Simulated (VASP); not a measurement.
Write the native input for VASP 6.6.1 that does the following.

```yaml
Task: single point
Functional: LDA
Potentials_or_basis: VASP PAW LDA potentials, release 64 (B, N)
Cutoff: 600 eV
k_mesh: 9 × 9 × 9
Occupations: gaussian, width 0.02 eV
Spin: no spin polarisation
Dipole_correction: no
Further_INCAR_settings: ALGO = Normal; EDIFF = 1e-06; NBANDS = 11
```

The structure of BN (lda) lies in POSCAR:

```
BN
1.0
    0.0209197678      1.7839756734      1.7839756734
    1.7839756734      0.0209197678      1.7839756734
    1.7839756734      1.7839756734      0.0209197678
B N
1 1
Direct
    0.0002179651      0.0002179651      0.0002179651
    0.2497820349      0.2497820349      0.2497820349
```

This cell differs from its parent crystal: strained cell.

The input as run:

INCAR

```
PREC = Accurate ; ENCUT = 600
EDIFF = 1E-6 ; ISMEAR = 0
SIGMA = 0.02 ; LREAL = F
LASPH = T ; NELM = 120
ALGO = Normal ; ISIF = 2
LWAVE = F ; LCHARG = T
GGA = CA ; LELF = T
LVHAR = T ; NBANDS = 11
GGA_COMPAT = F
```

KPOINTS

```
Automatic mesh
0
Gamma
  9 9 9
```

Potentials or basis: VASP PAW LDA potentials, release 64 (B, N).

Command:

```sh
$ cat potpaw_LDA.64/B/POTCAR potpaw_LDA.64/N/POTCAR > POTCAR
$ mpirun -np 1 vasp_std > vasp.out
```

Results of the run:

```yaml
Pressure: 13.0 GPa
Largest_force: 0.004 eV/Å
Band_gap_on_the_k_mesh: 4.52 eV, indirect (least direct gap 8.54 eV)
```

Caveat: the cell differs from its parent crystal (strained cell).

It took 10 s on 1 thread of Intel Xeon 8259CL, on a shared host, peak memory 0.12 GiB.
